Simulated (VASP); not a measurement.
# Pt in VASP: single point with r2SCAN

Aim: the single point of Pt with r2SCAN.

Program: VASP 6.6.1. These are calculated values, not measurements. Logs are shortened: lines on timing, memory, paths and dates and some standing lists are left out, and cuts for length are marked.

### Step 1. The cell of the first run

The cell holds a slab with vacuum, 5 atoms: a = 2.787 Å, b = 2.787 Å, c = 25.103 Å, α = 90.00°, β = 90.00°, γ = 120.00°.

### Step 2. Single point, r2SCAN

Input file POSCAR:

```
Pt
1.0
    2.7871309956      0.0000000000      0.0000000000
   -1.3935654978      2.4137262459      0.0000000000
    0.0000000000      0.0000000000     25.1027000000
Pt
5
Direct
    0.8333333333      0.1666666667      0.3186915304
    0.1666666667      0.8333333333      0.4101549605
    0.5000000000      0.5000000000      0.4999999985
    0.8333333333      0.1666666667      0.5898450388
    0.1666666667      0.8333333333      0.6813084718
```

Input file INCAR.step1:

```
SYSTEM = Pt
ALGO = Normal
DIPOL = 0.5 0.5 0.500
EDIFF = 1E-4
ENCUT = 520
GGA = PE
IDIPOL = 3
ISMEAR = -1
LASPH = .True.
LCHARG = .False.
LDIPOL = .True.
LREAL = .False.
LWAVE = .True.
NBANDS = 33
NELM = 80
PREC = Accurate
SIGMA = 0.1
```

Input file INCAR.step2:

```
SYSTEM = Pt
ALGO = Normal
DIPOL = 0.5 0.5 0.500
EDIFF = 1E-6
ENCUT = 520
IDIPOL = 3
ISIF = 2
ISMEAR = -1
ISTART = 1
LASPH = .True.
LCHARG = .False.
LDIPOL = .True.
LMIXTAU = .True.
LREAL = .False.
LWAVE = .False.
METAGGA = R2SCAN
NBANDS = 33
NELM = 80
PREC = Accurate
SIGMA = 0.1
```

Input file KPOINTS:

```
k-points
0
Gamma
  15 15 1
  0 0 0
```

Potentials or basis: VASP PAW PBE potentials, release 64 (Pt).

Launch:

```sh
cat potpaw_PBE.64/Pt/POTCAR > POTCAR
cp INCAR.step1 INCAR
mpirun -np 1 vasp_std > vasp.out
cp INCAR.step2 INCAR
mpirun -np 1 vasp_std > vasp.out
```

OUTCAR:

```text
SYSTEM = Pt
   EDIFF = 1E-6
   ENCUT = 520
   ISIF = 2
   ISMEAR = -1
   ISTART = 1
   LASPH = .True.
   LREAL = .False.
   METAGGA = R2SCAN
   NELM = 80
   PREC = Accurate

 ion  position               nearest neighbor table
   1  0.833  0.167  0.319-   2 2.80   2 2.80   2 2.80
   2  0.167  0.833  0.410-   3 2.77   3 2.77   3 2.77   1 2.80   1 2.80   1 2.80
   3  0.500  0.500  0.500-   2 2.77   2 2.77   2 2.77   4 2.77   4 2.77   4 2.77
   4  0.833  0.167  0.590-   3 2.77   3 2.77   3 2.77   5 2.80   5 2.80   5 2.80
   5  0.167  0.833  0.681-   4 2.80   4 2.80   4 2.80

  LATTYP: Found a hexagonal cell.
 ALAT       =     2.7871309956
 C/A-ratio  =     9.0066451988

  Lattice vectors:

 A1 = (   2.7871309956,   0.0000000000,   0.0000000000)
 A2 = (  -1.3935654978,   2.4137262459,   0.0000000000)
 A3 = (   0.0000000000,   0.0000000000,  25.1027000000)

Analysis of symmetry for initial positions (statically):
=====================================================================
 Subroutine PRICEL returns:
 Original cell was already a primitive cell.

 Routine SETGRP: Setting up the symmetry group for a
 hexagonal supercell.

 Subroutine GETGRP returns: Found 12 space group operations
 (whereof  4 operations were pure point group operations)
 out of a pool of 24 trial point group operations.

The static configuration has the point symmetry C_2h.
 The point group associated with its full space group is D_3d.

Analysis of symmetry for dynamics (positions and initial velocities):
=====================================================================
 Subroutine PRICEL returns:
 Original cell was already a primitive cell.

 Routine SETGRP: Setting up the symmetry group for a
 hexagonal supercell.

 Subroutine GETGRP returns: Found 12 space group operations
 (whereof  4 operations were pure point group operations)
 out of a pool of 24 trial point group operations.

The dynamic configuration has the point symmetry C_2h.
 The point group associated with its full space group is D_3d.

 Subroutine INISYM returns: Found 12 space group operations
 (whereof  4 operations are pure point group operations),
 and found     1 'primitive' translations

----------------------------------------------------------------------------------------

                                     Primitive cell

  volume of cell :     168.8752

[... 100 lines left out ...]
   ISIF   =      2    stress and relaxation
   ISYM   =      2    0-nonsym 1-usesym 2-fastsym
   POTIM  = 0.5000    time-step for ionic-motion
   TEBEG  =    0.0;   TEEND  =   0.0 temperature during run
   PSTRESS=    0.0 pullay stress
   NELECT =      50.0000    total number of electrons
   NUPDOWN=      -1.0000    fix difference up-down
   EMIN   =  10.00;   EMAX   =-10.00  energy-range for DOS
   EFERMI =   0.00;   METHOD = LEGACY
   ISMEAR =    -1;   SIGMA  =   0.10  broadening in eV -4-tet -1-fermi 0-gaus
   EFERMI_NEDOS =   21; number of points for ismear=-14 and -15
   IALGO  =     38    algorithm
   IMIX   =      4    mixing-type and parameters
     AMIX     =   0.40;   BMIX     =  1.00
     AMIX_MAG =   1.60;   BMIX_MAG =  1.00
  volume/ion in A,a.u.               =      33.78       227.93
  Fermi-wavevector in a.u.,A,eV,Ry     =   1.091129  2.061935 16.198595  1.190563
  Thomas-Fermi vector in A             =   2.227368
   LORBIT       =      0    0 simple, 1 ext, 2 COOP (PROOUT), +10 PAW based schemes
   METAGGA = R2SCAN    functional components
   LHFCALC =     F    Hartree Fock is set to
   AEXX    =    0.0000 exact exchange contribution
   IVDW    =     0    specifies the selected vdW correction
   LEPSILON=     F    determine dielectric tensor
   LRPA    =     F    only Hartree local field effects (RPA)
 non-spin polarized calculation
  energy-cutoff  :      520.00
  volume of cell :      168.88
 maximum number of plane-waves:      4587
 NGX is ok and might be reduce to    24
   NGX = 11   NGY = 11   NGZ = 93

 number of electron      49.9999998 magnetization

 dipolmoment           0.000000      0.000000      0.000001 electrons x Angstroem

 Free energy of the ion-electron system (eV)
  ---------------------------------------------------
  ext. energy  EPLUGINS =         0.00000000
  ---------------------------------------------------
  free energy    TOTEN  =      -256.24874875 eV

  energy without entropy =     -255.96470038  energy(sigma->0) =     -256.10672456

 E-fermi :   1.6881     XC(G=0):  -7.2175

 val. band max:        1.6873922188   @ k =   0.4667  -0.0000   0.0000
 cond. band min:       1.6911891515   @ k =   0.1333   0.0000   0.0000
 fundamental gap:      0.0037969327
 Fermi energy:         1.6880502293

 k-point     1 :       0.0000    0.0000    0.0000
  band No.  band energies     occupation
      1      -8.2904      2.00000
      2      -7.2060      2.00000
      3      -6.1555      2.00000
      4      -5.5484      2.00000
      5      -5.4803      2.00000
      6      -2.2863      2.00000
[... 853 lines left out ...]
     32       8.4585      0.00000
     33       8.8486      0.00000

 [... further k-points ...]

------------------------ aborting loop because EDIFF is reached ----------------------------------------

 vacuum level on the upper side and lower side of the slab       (xc-potential included)         0.009         0.009

  FORCE on cell =-STRESS in cart. coord.  units (eV):
  Direction    XX          YY          ZZ          XY          YZ          ZX
  --------------------------------------------------------------------------------------
  -------------------------------------------------------------------------------------
  Total       -4.1543948     -4.1543948      0.2158824     -0.0000000     -0.0000000      0.0000000
  in kB      -39.4141820    -39.4141820      2.0481509     -0.0000000     -0.0000000      0.0000000
  external PRESSURE =     -25.5934044 kB  Pullay stress =       0.0000000 kB

 VOLUME and BASIS-vectors are now :
 -----------------------------------------------------------------------------
  energy-cutoff  :      520.00
  volume of cell :      168.88
      direct lattice vectors                 reciprocal lattice vectors
     2.787130996  0.000000000  0.000000000     0.358791891  0.207148595  0.000000000
    -1.393565498  2.413726246  0.000000000     0.000000000  0.414297190  0.000000000
     0.000000000  0.000000000 25.102700000     0.000000000  0.000000000  0.039836352

 POSITION                                       TOTAL-FORCE (eV/Angst)
 -----------------------------------------------------------------------------------
      2.09035      0.40229      8.00002        -0.000000     -0.000000     -0.027196
     -0.69678      2.01144     10.29600        -0.000000     -0.000000     -0.002391
      0.69678      1.20686     12.55135         0.000000     -0.000000      0.000000
      2.09035      0.40229     14.80670         0.000000      0.000000      0.002391
     -0.69678      2.01144     17.10268        -0.000000      0.000000      0.027196
 -----------------------------------------------------------------------------------
    total drift:                                0.000000     -0.000000      0.000094

  FREE ENERGIE OF THE ION-ELECTRON SYSTEM (eV)
  ---------------------------------------------------
  free  energy   TOTEN  =      -256.2487487467 eV

  energy  without entropy=     -255.9647003805  energy(sigma->0) =     -256.10672456

 vacuum level on the upper side and lower side of the slab         7.439         7.439
```

OUTCAR.step1:

```text
SYSTEM = Pt
   EDIFF = 1E-4
   ENCUT = 520
   GGA = PE
   ISMEAR = -1
   LASPH = .True.
   LREAL = .False.
   NELM = 80
   PREC = Accurate

[... 1103 lines left out ...]
     -0.69678      2.01144     17.10268        -0.000000      0.000000      0.206402
 -----------------------------------------------------------------------------------
    total drift:                                0.000000     -0.000000      0.000077

  FREE ENERGIE OF THE ION-ELECTRON SYSTEM (eV)
  ---------------------------------------------------
  free  energy   TOTEN  =       -29.4165455299 eV

  energy  without entropy=      -29.1170644856  energy(sigma->0) =      -29.26680501

 vacuum level on the upper side and lower side of the slab         7.496         7.496
```

OSZICAR.step1:

```text
N       E                     dE             d eps       ncg     rms          rms(c)
DAV:   1     0.331285790848E+03    0.33129E+03   -0.23084E+04  1782   0.132E+03
DAV:   2    -0.157107026257E+02   -0.34700E+03   -0.31891E+03  2170   0.278E+02
DAV:   3    -0.309204505955E+02   -0.15210E+02   -0.14377E+02  2152   0.540E+01
DAV:   4    -0.313343425013E+02   -0.41389E+00   -0.40305E+00  2147   0.867E+00
DAV:   5    -0.313437774113E+02   -0.94349E-02   -0.94267E-02  2167   0.140E+00    0.247E+01
DAV:   6    -0.311573953189E+02    0.18638E+00   -0.11674E+01  2062   0.218E+01    0.209E+01
DAV:   7    -0.370044317006E+02   -0.58470E+01   -0.35009E+01  1937   0.485E+01    0.236E+01
DAV:   8    -0.316807995217E+02    0.53236E+01   -0.15850E+01  2020   0.229E+01    0.121E+01
DAV:   9    -0.299956541421E+02    0.16851E+01   -0.97793E+00  1975   0.233E+01    0.878E+00
DAV:  10    -0.296075788354E+02    0.38808E+00   -0.35288E+00  1992   0.117E+01    0.505E+00
DAV:  11    -0.294701786692E+02    0.13740E+00   -0.13449E+00  2042   0.807E+00    0.267E+00
DAV:  12    -0.294410476709E+02    0.29131E-01   -0.43936E-02  1993   0.138E+00    0.167E+00
DAV:  13    -0.294215867966E+02    0.19461E-01   -0.27198E-02  2091   0.115E+00    0.629E-01
DAV:  14    -0.294167244327E+02    0.48624E-02   -0.21472E-02  2059   0.994E-01    0.217E-01
DAV:  15    -0.294169048658E+02   -0.18043E-03   -0.33956E-03  2072   0.440E-01    0.195E-01
DAV:  16    -0.294165414688E+02    0.36340E-03   -0.10575E-03  1488   0.234E-01    0.322E-02
DAV:  17    -0.294165455299E+02   -0.40612E-05   -0.72950E-05  1185   0.615E-02
   1 F= -.29416546E+02 E0= -.29266805E+02  d E =-.299481E+00
```

Wall time 26 min (1 thread of Intel Xeon 8259CL, shared host); peak memory 0.42 GiB.

Results:

* Free energy: -256.2487 eV
* Largest force: 0.027 eV/Å
* Band gap on the k mesh: zero (bands 25 and 26 overlap by 1.59 eV)

Forces on the atoms (eV/Å):
```
Pt   0.000  0.000 -0.027
Pt   0.000  0.000 -0.002
Pt   0.000  0.000  0.000
Pt   0.000  0.000  0.002
Pt   0.000  0.000  0.027
```

Levels at points of the mesh, in eV from the Fermi level:
| k point | band 22 | band 23 | band 24 | band 25 | band 26 | band 27 |
| --- | --- | --- | --- | --- | --- | --- |
| (0.00, 0.00, 0.00) | -1.54 | -1.54 | -1.02 | -1.02 | -0.39 | -0.39 |

Caveat: the PAW data sets were made with another functional, which shifts forces and pressure a little; spin-orbit coupling is left out, which moves the levels of the heavy elements.
